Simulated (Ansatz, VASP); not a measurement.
**Cr: VASP beside Ansatz**

```
Cr
1.0
    -1.42500    1.42500    1.42500
     1.42500   -1.42500    1.42500
     2.85000    2.85000   -2.85000
Cr
2
Direct
  0.98772 0.98772 0.75000
  0.01228 0.01228 0.25000
```

Alike in both runs: task single point; functional PBE; k mesh 8 × 8 × 4; occupations fermi-dirac, width 0.1 eV; no spin polarisation.

```csv
,VASP,Ansatz
version,VASP 6.6.1,Ansatz 0.2 development build
potentials or method,"VASP PAW PBE potentials, release 64 (Cr_pv), cutoff 500 eV","all-electron full-potential LAPW, scalar-relativistic"
```

VASP gave:

| Property | Result |
| --- | --- |
| pressure (GPa) | -0.4 |
| traceless stress, the component that is largest in VASP (GPa) | 0.06 |
| rms of the force components (eV/Å) | 0.108 |

**Question.** What did Ansatz give for the same quantities?

**Answer.** Pressure (GPa): 0.2; traceless stress, the component that is largest in VASP (GPa): 0.07; rms of the force components (eV/Å): 0.111.

Atom by atom the forces differ by 0.003 eV/Å (rms over components). Ansatz ran all-electron here, and VASP with PAW potentials.

The k mesh is coarse, so the values compare programs but aren't converged.
